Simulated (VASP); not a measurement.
Write the native input for VASP 6.6.1 that does the following.

| Item | Value |
| --- | --- |
| Task | single point |
| Functional | PBE |
| Dispersion | D3(BJ) |
| Potentials or basis | VASP PAW PBE potentials, release 64 (Se, W_sv) |
| Cutoff | 520 eV |
| k mesh | 9 × 9 × 1 |
| Occupations | gaussian, width 0.05 eV |
| Spin | no spin polarisation |
| Dipole correction | yes |
| Further INCAR settings | ALGO = Normal; EDIFF = 1e-06; NBANDS = 35 |

The structure of WSe2 lies in POSCAR:

```
WSe2
1.0
    3.2854926884      0.0000000000      0.0000000000
   -1.6427463442      2.8453201321      0.0000000000
    0.0000000000      0.0000000000     24.2386466672
Se W
4 2
Direct
    0.3333333333      0.6666666667      0.1856539295
    0.3333333333      0.6666666667      0.3246601777
    0.3333333333      1.0000000000      0.4694702427
    0.3333333333      1.0000000000      0.6084764909
    0.6666666667      0.3333333333      0.2551570536
    0.6666666667      0.6666666667      0.5389733668
```

One way to write it, as run:

INCAR

```
ALGO = Normal
DIPOL = 0.5 0.5 0.397
EDIFF = 1E-6
ENCUT = 520
GGA = PE
IDIPOL = 3
ISIF = 2
ISMEAR = 0
IVDW = 12
LASPH = T
LCHARG = T
LDIPOL = T
LELF = T
LREAL = F
LVACPOTAV = T
LVHAR = T
LWAVE = F
NBANDS = 35
NELM = 60
PREC = Accurate
SIGMA = 0.05
```

KPOINTS

```
k-points
0
Gamma
  9 9 1
```

Potentials or basis: VASP PAW PBE potentials, release 64 (Se, W_sv).

The run is started by

```console
$ cat potpaw_PBE.64/Se/POTCAR potpaw_PBE.64/W_sv/POTCAR > POTCAR
$ mpirun -np 1 vasp_std > vasp.out
```

It gave:

| Property | Result |
| --- | --- |
| Largest force | 0.086 eV/Å |
| Band gap on the k mesh | 1.54 eV, indirect (least direct gap 1.65 eV) |
| Dispersion energy per atom | -0.387 eV |

Caveat: spin-orbit coupling is left out, which moves the levels of the heavy elements.

Run time: 2 min on 1 thread of Intel(R) Xeon(R) 6975P-C (Granite Rapids), on a shared host, peak memory 0.41 GiB.
